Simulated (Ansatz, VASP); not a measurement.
**One calculation of Y, two programs**

```
CELL_PARAMETERS angstrom
3.59228 0.00000 0.00000
-1.79614 3.11101 0.00000
0.00000 0.00000 5.63138
ATOMIC_POSITIONS crystal
Y 0.33333 0.66667 0.25000
Y 0.66667 0.33333 0.75000
```

Alike in both runs: functional PBEsol; k mesh 15 × 15 × 8; occupations fermi-dirac, width 0.15 eV; no spin polarisation.

Ansatz relaxed the structure, and its values are those at the end. VASP's run is a single point on that final structure, the one shown.

|  | VASP | Ansatz |
| --- | --- | --- |
| version | VASP 6.6.1 | Ansatz 0.2.0 |
| potentials or method | VASP PAW PBE potentials, release 64 (Y_sv), cutoff 520 eV | scalar-relativistic, plane waves, PAW |
| valence electrons in the cell | 22 | 22 |

Ansatz gave:

```
gap on the k mesh at the Fermi level (eV) : none
pressure (GPa)                            : 0.0
```

Task: What did VASP give for the same quantities?

Result: gap on the k mesh at the Fermi level (eV): none; pressure (GPa): -0.1.

VASP's potentials were made for PBE, not for PBEsol. A gap of «none» marks a metal or a gap that the smearing closes.
